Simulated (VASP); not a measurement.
# HCl (Fmmm) in VASP: further runs

The runs below take HCl through single point, with PBEsol.

All numbers are computed with VASP 6.6.1; they aren't measurements. Logs are shortened: lines on timing, memory, paths and dates and some standing lists are left out, and cuts for length are marked.

### 1 The cell of the first run

Symmetry: Fmmm, No. 69, orthorhombic system. The conventional cell has a = 5.030 Å, b = 5.350 Å, c = 5.367 Å, α = 90.00°, β = 90.00°, γ = 90.00°. H (site symmetry mmm) has 6 Cl at 2.52 to 2.68 Å within 3.3 Å. Cl (site symmetry mmm) has 6 H at 2.52 to 2.68 Å within 3.3 Å.

### 2 Single point, PBEsol (strain -0.0600 x Voigt [0, 0, 1, 0, 0, 0])

Contents of INCAR:

```
PREC = Accurate
ENCUT = 520
EDIFF = 1E-6
ISMEAR = 0
SIGMA = 0.15
LREAL = F
LASPH = T
NELM = 60
ALGO = Normal
ISIF = 2
LWAVE = F
LCHARG = F
GGA = PS
NBANDS = 11
```

Contents of KPOINTS:

```
Automatic mesh
0
Gamma
  16 16 16
```

Contents of POSCAR:

```
HCl
1.0
    0.0000000000      2.6750000000      2.6837000000
    2.5150000000      0.0000000000      2.6837000000
    2.5150000000      2.6750000000      0.0000000000
H Cl
1 1
Direct
    0.0000000000      0.0000000000      0.0000000000
    0.5000000000      0.5000000000      0.5000000000
```

Potentials or basis: VASP PAW PBE potentials, release 64 (H, Cl).

The run is started by

```bash
$ cat potpaw_PBE.64/H/POTCAR potpaw_PBE.64/Cl/POTCAR > POTCAR
$ mpirun -np 1 vasp_std > vasp.out
```

OUTCAR:

```text
PREC = Accurate
   ENCUT = 520
   EDIFF = 1E-6
   ISMEAR = 0
   LREAL = F
   LASPH = T
   NELM = 60
   ISIF = 2
   GGA = PS

 ion  position               nearest neighbor table
   1  0.000  0.000  0.000-
   2  0.500  0.500  0.500-

  LATTYP: Found a face centered orthorhombic cell.
 ALAT       =     5.0300000000
 B/A-ratio  =     1.0636182903
 C/A-ratio  =     1.0670775348

  Lattice vectors:

 A1 = (   0.0000000000,   2.6750000000,   2.6837000000)
 A2 = (   2.5150000000,   0.0000000000,   2.6837000000)
 A3 = (   2.5150000000,   2.6750000000,   0.0000000000)

Analysis of symmetry for initial positions (statically):
=====================================================================
 Subroutine PRICEL returns:
 Original cell was already a primitive cell.

 Routine SETGRP: Setting up the symmetry group for a
 face centered orthorhombic supercell.

 Subroutine GETGRP returns: Found  8 space group operations
 (whereof  8 operations were pure point group operations)
 out of a pool of  8 trial point group operations.

The static configuration has the point symmetry D_2h.

Analysis of symmetry for dynamics (positions and initial velocities):
=====================================================================
 Subroutine PRICEL returns:
 Original cell was already a primitive cell.

 Routine SETGRP: Setting up the symmetry group for a
 face centered orthorhombic supercell.

 Subroutine GETGRP returns: Found  8 space group operations
 (whereof  8 operations were pure point group operations)
 out of a pool of  8 trial point group operations.

The dynamic configuration has the point symmetry D_2h.

 Subroutine INISYM returns: Found  8 space group operations
 (whereof  8 operations are pure point group operations),
 and found     1 'primitive' translations

----------------------------------------------------------------------------------------

                                     Primitive cell

  volume of cell :      36.1099

  direct lattice vectors                    reciprocal lattice vectors
     0.000000000  2.675000000  2.683700000    -0.198807157  0.186915888  0.186309945
     2.515000000  0.000000000  2.683700000     0.198807157 -0.186915888  0.186309945
     2.515000000  2.675000000  0.000000000     0.198807157  0.186915888 -0.186309945

  length of vectors
     3.789178102  3.677971002  3.671627704     0.330413726  0.330413726  0.330413726

  position of ions in fractional coordinates (direct lattice)
     0.000000000  0.000000000  0.000000000
     0.500000000  0.500000000  0.500000000

  ion indices of the primitive-cell ions
   primitive index   ion index
                 1           1
                 2           2

----------------------------------------------------------------------------------------

 KPOINTS: Automatic mesh

Automatic generation of k-mesh.
 Grid dimensions read from file:
 generate k-points for:   16   16   16

 Generating k-lattice:

  Cartesian coordinates                     Fractional coordinates (reciprocal lattice)
    -0.012425447  0.011682243  0.011644372     0.062500000 -0.000000000 -0.000000000
     0.012425447 -0.011682243  0.011644372    -0.000000000  0.062500000  0.000000000
     0.012425447  0.011682243 -0.011644372     0.000000000  0.000000000  0.062500000

  Length of vectors
     0.020650858  0.020650858  0.020650858

  Shift w.r.t. Gamma in fractional coordinates (k-lattice)
     0.000000000  0.000000000  0.000000000

 Subroutine IBZKPT returns following result:
 ===========================================

 Found    621 irreducible k-points:

 Following reciprocal coordinates:
            Coordinates               Weight
  0.000000  0.000000  0.000000      1.000000
  0.062500  0.000000 -0.000000      8.000000
  0.125000  0.000000 -0.000000      8.000000
  0.187500  0.000000  0.000000      8.000000
  0.250000  0.000000 -0.000000      8.000000
  0.312500  0.000000  0.000000      8.000000
[... 16 lines left out ...]
 -0.125000  0.062500  0.000000      8.000000
 -0.062500  0.062500  0.000000      4.000000
 [... further k-points ...]
   k-points           NKPTS =    621   k-points in BZ     NKDIM =    621   number of bands    NBANDS=     11
   number of dos      NEDOS =    301   number of ions     NIONS =      2
   total plane-waves  NPLWV =  21952
   dimension x,y,z NGX =    28 NGY =   28 NGZ =   28
   dimension x,y,z NGXF=    56 NGYF=   56 NGZF=   56
   ions per type =               1   1
   NGX,Y,Z   is equivalent  to a cutoff of  12.28, 12.66, 12.68 a.u.
   NGXF,Y,Z  is equivalent  to a cutoff of  24.57, 25.31, 25.36 a.u.
 SYSTEM =  unknown system
   PREC   = accura    normal or accurate (medium, high low for compatibility)
   ISTART =      0    job   : 0-new  1-cont  2-samecut
   ICHARG =      2    charge: 1-file 2-atom 10-const
   ISPIN  =      1    spin polarized calculation?
   LNONCOLLINEAR =      F non collinear calculations
   LSORBIT =      F    spin-orbit coupling
   LASPH  =      T    aspherical Exc in radial PAW
   ENCUT  =  520.0 eV  38.22 Ry    6.18 a.u.   7.05  6.84  6.83*2*pi/ulx,y,z
   NELM   =     60;   NELMIN=  2; NELMDL= -5     # of ELM steps
   EDIFF  = 0.1E-05   stopping-criterion for ELM
   LREAL  =      F    real-space projection
   EDIFFG = 0.1E-04   stopping-criterion for IOM
   NSW    =      0    number of steps for IOM
   IBRION =     -1    ionic relax: 0-MD 1-quasi-New 2-CG
   NFREE  =      0    steps in history (QN), initial steepest desc. (CG)
   ISIF   =      2    stress and relaxation
   ISYM   =      2    0-nonsym 1-usesym 2-fastsym
   POTIM  = 0.5000    time-step for ionic-motion
   TEBEG  =    0.0;   TEEND  =   0.0 temperature during run
   PSTRESS=    0.0 pullay stress
   NELECT =       8.0000    total number of electrons
   NUPDOWN=      -1.0000    fix difference up-down
   EMIN   =  10.00;   EMAX   =-10.00  energy-range for DOS
   EFERMI =   0.00;   METHOD = LEGACY
   ISMEAR =     0;   SIGMA  =   0.15  broadening in eV -4-tet -1-fermi 0-gaus
   EFERMI_NEDOS =   21; number of points for ismear=-14 and -15
   IALGO  =     38    algorithm
   IMIX   =      4    mixing-type and parameters
     AMIX     =   0.40;   BMIX     =  1.00
     AMIX_MAG =   1.60;   BMIX_MAG =  1.00
  volume/ion in A,a.u.               =      18.05       121.84
  Fermi-wavevector in a.u.,A,eV,Ry     =   0.990595  1.871954 13.351111  0.981279
  Thomas-Fermi vector in A             =   2.122277
   LORBIT       =      0    0 simple, 1 ext, 2 COOP (PROOUT), +10 PAW based schemes
   GGA     = PS    functional components
   LHFCALC =     F    Hartree Fock is set to
   AEXX    =    0.0000 exact exchange contribution
   IVDW    =     0    specifies the selected vdW correction
   LEPSILON=     F    determine dielectric tensor
   LRPA    =     F    only Hartree local field effects (RPA)
 non-spin polarized calculation
 Gauss-broadening in eV      SIGMA  =   0.15
  energy-cutoff  :      520.00
  volume of cell :       36.11
 maximum number of plane-waves:       988
   NGX = 15   NGY = 13   NGZ = 13

 number of electron       7.9999999 magnetization

 Free energy of the ion-electron system (eV)
  ---------------------------------------------------
  ext. energy  EPLUGINS =         0.00000000
  ---------------------------------------------------
  free energy    TOTEN  =        -3.37475426 eV

  energy without entropy =       -3.37148699  energy(sigma->0) =       -3.37312063

 E-fermi :  -1.3318     XC(G=0):  -8.3226

 val. band max:       -1.3321877137   @ k =  -0.0625   0.5000   0.4375
 cond. band min:      -1.3094793678   @ k =   0.5000   0.0000   0.4375
 fundamental gap:      0.0227083459
 Fermi energy:        -1.3318055469

 k-point     1 :       0.0000    0.0000    0.0000
  band No.  band energies     occupation
      1     -14.8562      2.00000
      2      -1.5517      1.96187
      3      -1.4604      1.77465
      4      -1.4078      1.52646
      5      -1.4042      1.50490
      6      10.6900      0.00000
      7      11.0778      0.00000
      8      11.1054      0.00000
      9      11.6032      0.00000
     10      13.3785      0.00000
     11      14.5567      0.00000

 k-point     2 :       0.0625    0.0000   -0.0000
  band No.  band energies     occupation
      1     -14.8369      2.00000
      2      -2.0962      2.00000
      3      -1.4926      1.87044
      4      -1.4193      1.59046
      5      -0.8624      0.00001
      6      10.5014      0.00000
      7      11.0160      0.00000
      8      11.1280      0.00000
      9      11.5721      0.00000
     10      13.0675      0.00000
     11      14.0988      0.00000

 k-point     3 :       0.1250    0.0000   -0.0000
  band No.  band energies     occupation
      1     -14.7812      2.00000
      2      -2.7232      2.00000
      3      -1.5104      1.90774
      4      -1.4568      1.76122
      5      -0.3125      0.00000
      6       9.8175      0.00000
      7      11.0406      0.00000
      8      11.1311      0.00000
      9      11.6387      0.00000
     10      12.6894      0.00000
     11      13.4333      0.00000

 k-point     4 :       0.1875    0.0000    0.0000
  band No.  band energies     occupation
      1     -14.6954      2.00000
      2      -3.3293      2.00000
      3      -1.5363      1.94609
      4      -1.5116      1.90997
      5       0.1757      0.00000
      6       8.9666      0.00000
      7      10.8774      0.00000
      8      11.1981      0.00000
      9      11.6323      0.00000
     10      12.7783      0.00000
     11      13.1248      0.00000

 k-point     5 :       0.2500    0.0000   -0.0000
  band No.  band energies     occupation
      1     -14.5903      2.00000
      2      -3.8852      2.00000
      3      -1.5746      1.97794
      4      -1.5660      1.97276
      5       0.5908      0.00000
      6       8.1629      0.00000
      7      10.4599      0.00000
      8      11.1286      0.00000
      9      11.7071      0.00000
     10      13.3047      0.00000
     11      13.3954      0.00000
[... 211 lines left out ...]
 k-point    21 :      -0.2500    0.0625    0.0000
  band No.  band energies     occupation
      1     -14.5367      2.00000
      2      -4.0997      2.00000
      3      -1.7004      1.99949
      4      -1.5476      1.95810
      5       0.7820      0.00000
      6       7.9921      0.00000
      7      10.1358      0.00000
      8      10.9249      0.00000
      9      12.0343      0.00000
     10      13.0964      0.00000
     11      14.2012      0.00000

 k-point    22 :      -0.1875    0.0625    0.0000
  band No.  band energies     occupation
      1     -14.6437      2.00000
      2      -3.6058      2.00000
      3      -1.6277      1.99472
      4      -1.5097      1.90648
      5       0.4263      0.00000
      6       8.7454      0.00000
      7      10.3208      0.00000
      8      11.3844      0.00000
      9      11.8396      0.00000
     10      12.5352      0.00000
     11      13.5712      0.00000

 k-point    23 :      -0.1250    0.0625    0.0000
  band No.  band energies     occupation
      1     -14.7368      2.00000
      2      -3.0668      2.00000
      3      -1.5489      1.95936
      4      -1.4807      1.83975
      5      -0.0014      0.00000
      6       9.5759      0.00000
      7      10.4576      0.00000
      8      11.6356      0.00000
      9      11.6850      0.00000
     10      12.4441      0.00000
     11      13.3390      0.00000

 k-point    24 :      -0.0625    0.0625    0.0000
  band No.  band energies     occupation
      1     -14.8039      2.00000
      2      -2.5304      2.00000
      3      -1.4726      1.81577
      4      -1.4673      1.79844
      5      -0.4710      0.00000
      6      10.2655      0.00000
      7      10.7094      0.00000
      8      11.3681      0.00000
      9      11.5469      0.00000
     10      12.9048      0.00000
     11      13.5409      0.00000

 [... further k-points ...]
[... 5 lines left out ...]
  --------------------------------------------------------------------------------------
  -------------------------------------------------------------------------------------
  Total       -3.3977133     -2.0909785     -2.0381104      0.0000000      0.0000000      0.0000000
  in kB     -150.7549468    -92.7757346    -90.4300046      0.0000000      0.0000000      0.0000000
  external PRESSURE =    -111.3202287 kB  Pullay stress =       0.0000000 kB

 VOLUME and BASIS-vectors are now :
 -----------------------------------------------------------------------------
  energy-cutoff  :      520.00
  volume of cell :       36.11
      direct lattice vectors                 reciprocal lattice vectors
     0.000000000  2.675000000  2.683700000    -0.198807157  0.186915888  0.186309945
     2.515000000  0.000000000  2.683700000     0.198807157 -0.186915888  0.186309945
     2.515000000  2.675000000  0.000000000     0.198807157  0.186915888 -0.186309945

 POSITION                                       TOTAL-FORCE (eV/Angst)
 -----------------------------------------------------------------------------------
      0.00000      0.00000      0.00000        -0.000000      0.000000      0.000000
      2.51500      2.67500      2.68370         0.000000     -0.000000      0.000000
 -----------------------------------------------------------------------------------
    total drift:                                0.000000      0.000000      0.000000

  FREE ENERGIE OF THE ION-ELECTRON SYSTEM (eV)
  ---------------------------------------------------
  free  energy   TOTEN  =        -3.3747542608 eV

  energy  without entropy=       -3.3714869923  energy(sigma->0) =       -3.37312063
```

It took 1.8 min on 1 thread of AMD EPYC 9R45 (Zen 5), shared host; peak memory 0.3 GiB.

What came out:

| Property | Result |
| --- | --- |
| Free energy | -3.3748 eV |
| Pressure | -11.1 GPa |
| Band gap on the k mesh | zero (band 4 reaches -1.41 eV, above the bottom of band 5 at -1.72 eV) |

Levels at points of the mesh, in eV from the Fermi level:
```tsv
k point	band 1	band 2	band 3	band 4	band 5	band 6	band 7	band 8	band 9
(0.00, 0.00, 0.00)	-13.52	-0.22	-0.13	-0.08	-0.07	12.02	12.41	12.44	12.94
(0.50, 0.00, 0.00)	-12.96	-3.71	-0.40	-0.31	2.72	7.85	10.84	11.45	14.92
(0.50, 0.50, 0.00)	-12.85	-2.32	-1.04	-0.72	-0.29	9.28	12.56	15.36	15.60
(0.50, 0.00, 0.50)	-12.85	-2.32	-1.06	-0.72	-0.29	9.27	12.60	15.31	15.57
(0.00, 0.50, 0.50)	-12.75	-2.33	-1.04	-1.02	-0.38	8.98	13.36	15.35	15.41
```

Caveat: the cell differs from its parent crystal (strain -0.0600 x Voigt [0, 0, 1, 0, 0, 0]); the PAW data sets were made with another functional, which shifts forces and pressure a little.

### 3 Single point, PBEsol (strain -0.0450 x Voigt [0, 0, 1, 0, 0, 0])

Contents of INCAR:

```
PREC = Accurate
ENCUT = 520
EDIFF = 1E-7
ISMEAR = 0
SIGMA = 0.15
LREAL = False
LASPH = True
NELM = 100
ALGO = Normal
ISIF = 2
LWAVE = False
LCHARG = False
GGA = PS
NBANDS = 11
```

KPOINTS is that of step 2.

Contents of POSCAR:

```
HCl
1.0
    0.0000000000      2.6750000000      2.7265250000
    2.5150000000      0.0000000000      2.7265250000
    2.5150000000      2.6750000000      0.0000000000
H Cl
1 1
Direct
    0.0000000000      0.0000000000      0.0000000000
    0.5000000000      0.5000000000      0.5000000000
```

Potentials or basis: VASP PAW PBE potentials, release 64 (H, Cl).

The run is started by

```bash
$ cat potpaw_PBE.64/H/POTCAR potpaw_PBE.64/Cl/POTCAR > POTCAR
$ mpirun -np 1 vasp_std > vasp.out
```

OUTCAR:

```text
PREC = Accurate
   ENCUT = 520
   EDIFF = 1E-7
   ISMEAR = 0
   LREAL = False
   LASPH = True
   NELM = 100
   ISIF = 2
   GGA = PS

 ion  position               nearest neighbor table
   1  0.000  0.000  0.000-
   2  0.500  0.500  0.500-

  LATTYP: Found a face centered orthorhombic cell.
 ALAT       =     5.0300000000
 B/A-ratio  =     1.0636182903
 C/A-ratio  =     1.0841053678

  Lattice vectors:

 A1 = (   0.0000000000,   2.6750000000,   2.7265250000)
 A2 = (   2.5150000000,   0.0000000000,   2.7265250000)
 A3 = (   2.5150000000,   2.6750000000,   0.0000000000)
[... 511 lines left out ...]
      6      10.0588      0.00000
      7      10.6044      0.00000
      8      11.1376      0.00000
      9      11.4723      0.00000
     10      12.7365      0.00000
     11      13.4034      0.00000

 [... further k-points ...]
[... 5 lines left out ...]
  --------------------------------------------------------------------------------------
  -------------------------------------------------------------------------------------
  Total       -3.5330590     -2.1886575     -1.8863420      0.0000000      0.0000000      0.0000000
  in kB     -154.2979711    -95.5844250    -82.3815109      0.0000000      0.0000000      0.0000000
  external PRESSURE =    -110.7546357 kB  Pullay stress =       0.0000000 kB

 VOLUME and BASIS-vectors are now :
 -----------------------------------------------------------------------------
  energy-cutoff  :      520.00
  volume of cell :       36.69
      direct lattice vectors                 reciprocal lattice vectors
     0.000000000  2.675000000  2.726525000    -0.198807157  0.186915888  0.183383611
     2.515000000  0.000000000  2.726525000     0.198807157 -0.186915888  0.183383611
     2.515000000  2.675000000  0.000000000     0.198807157  0.186915888 -0.183383611

 POSITION                                       TOTAL-FORCE (eV/Angst)
 -----------------------------------------------------------------------------------
      0.00000      0.00000      0.00000        -0.000000     -0.000000      0.000000
      2.51500      2.67500      2.72653         0.000000      0.000000      0.000000
 -----------------------------------------------------------------------------------
    total drift:                                0.000000      0.000000      0.000000

  FREE ENERGIE OF THE ION-ELECTRON SYSTEM (eV)
  ---------------------------------------------------
  free  energy   TOTEN  =        -3.3439412733 eV

  energy  without entropy=       -3.3407606722  energy(sigma->0) =       -3.34235097
```

OSZICAR:

```text
N       E                     dE             d eps       ncg     rms          rms(c)
DAV:   1     0.285259690483E+02    0.28526E+02   -0.32035E+03 13710   0.571E+02
DAV:   2    -0.187239277965E+01   -0.30398E+02   -0.28856E+02 16670   0.104E+02
DAV:   3    -0.370643385208E+01   -0.18340E+01   -0.18253E+01 16973   0.280E+01
DAV:   4    -0.371830484938E+01   -0.11871E-01   -0.11870E-01 16458   0.265E+00
DAV:   5    -0.371841984583E+01   -0.11500E-03   -0.11500E-03 17431   0.253E-01    0.359E+00
DAV:   6    -0.336482750283E+01    0.35359E+00   -0.18491E+00 15379   0.305E+00    0.159E+00
DAV:   7    -0.334900562661E+01    0.15822E-01   -0.21626E-02 15767   0.848E-01    0.851E-01
DAV:   8    -0.334386855884E+01    0.51371E-02   -0.17235E-02 14650   0.693E-01    0.313E-01
DAV:   9    -0.334389284847E+01   -0.24290E-04   -0.24588E-04 17350   0.104E-01    0.391E-01
DAV:  10    -0.334393501490E+01   -0.42166E-04   -0.16254E-04 15375   0.780E-02    0.745E-02
DAV:  11    -0.334393897774E+01   -0.39628E-05   -0.14127E-05 16510   0.228E-02    0.179E-02
DAV:  12    -0.334394085839E+01   -0.18806E-05   -0.88628E-07 15123   0.660E-03    0.698E-03
DAV:  13    -0.334394124864E+01   -0.39025E-06   -0.60744E-07 15794   0.464E-03    0.159E-03
DAV:  14    -0.334394127335E+01   -0.24712E-07   -0.59931E-08  7905   0.931E-04
   1 F= -.33439413E+01 E0= -.33423510E+01  d E =-.318060E-02
```

Wall time 2.1 min (1 thread of AMD EPYC 9R45 (Zen 5), shared host); peak memory 0.3 GiB.

What came out:

```yaml
Free_energy: -3.3439 eV
Pressure: -11.1 GPa
Band_gap_on_the_k_mesh: zero (band 4 reaches -1.53 eV, above the bottom of band 5 at -1.81 eV)
```

Levels at points of the mesh, in eV from the Fermi level:
| k point | band 1 | band 2 | band 3 | band 4 | band 5 | band 6 | band 7 | band 8 |
| --- | --- | --- | --- | --- | --- | --- | --- | --- |
| (0.00, 0.00, 0.00) | -13.48 | -0.24 | -0.14 | -0.09 | -0.07 | 11.85 | 12.32 | 12.48 |
| (0.50, 0.00, 0.00) | -12.94 | -3.64 | -0.41 | -0.30 | 2.69 | 7.84 | 10.80 | 11.49 |
| (0.50, 0.50, 0.00) | -12.86 | -2.26 | -1.00 | -0.68 | -0.26 | 9.35 | 12.33 | 15.34 |
| (0.50, 0.00, 0.50) | -12.82 | -2.27 | -1.09 | -0.68 | -0.29 | 9.28 | 12.55 | 15.06 |
| (0.00, 0.50, 0.50) | -12.73 | -2.28 | -1.07 | -0.97 | -0.37 | 8.99 | 13.31 | 15.09 |

Caveat: the cell differs from its parent crystal (strain -0.0450 x Voigt [0, 0, 1, 0, 0, 0]); the PAW data sets were made with another functional, which shifts forces and pressure a little.

(Continued in part 2 of 2.)
